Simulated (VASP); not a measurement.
A run of VASP 6.6.1 is set up as follows.

INCAR

```
SYSTEM = Ga3As
PREC = Accurate
ENCUT = 600
EDIFF = 1E-6
ISMEAR = 0
SIGMA = 0.1
LREAL = .False.
LASPH = .True.
NELM = 80
ALGO = Fast
ISIF = 3
LWAVE = .False.
LCHARG = .False.
GGA = PE
IBRION = 2
NSW = 100
EDIFFG = -0.01
```

File KPOINTS:

```
Automatic mesh
0
Gamma
  12 12 10
  0 0 0
```

The input POSCAR:

```
Ga3As
1.0
    4.8947160819      0.0000000000      0.0000000000
   -2.4473580410      4.2389484713      0.0000000000
    0.0000000000      0.0000000000      4.9759964685
Ga As
3 1
Direct
    0.3333333333      0.6666666667      0.0000000000
    0.6666666667      0.3333333333      0.0000000000
    0.0000000000      0.0000000000      0.0000000000
    0.0000000000      0.0000000000      0.5000000000
```

Potentials or basis: VASP PAW PBE potentials, release 64 (Ga_d, As).

The run is started by

```bash
$ cat potpaw_PBE.64/Ga_d/POTCAR potpaw_PBE.64/As/POTCAR > POTCAR
$ mpirun -np 1 vasp_std > vasp.out
```

(1) What does it give for the relaxed cell?

(2) Predict the space group after relaxing (to 0.1 Å).

Answers

(1) a = 4.906 Å, b = 4.906 Å, c = 4.924 Å, α = 90.00°, β = 90.00°, γ = 120.00°.

(2) P6/mmm (No. 191).

Caveat: the highest band is partly filled, so the run has too few bands.
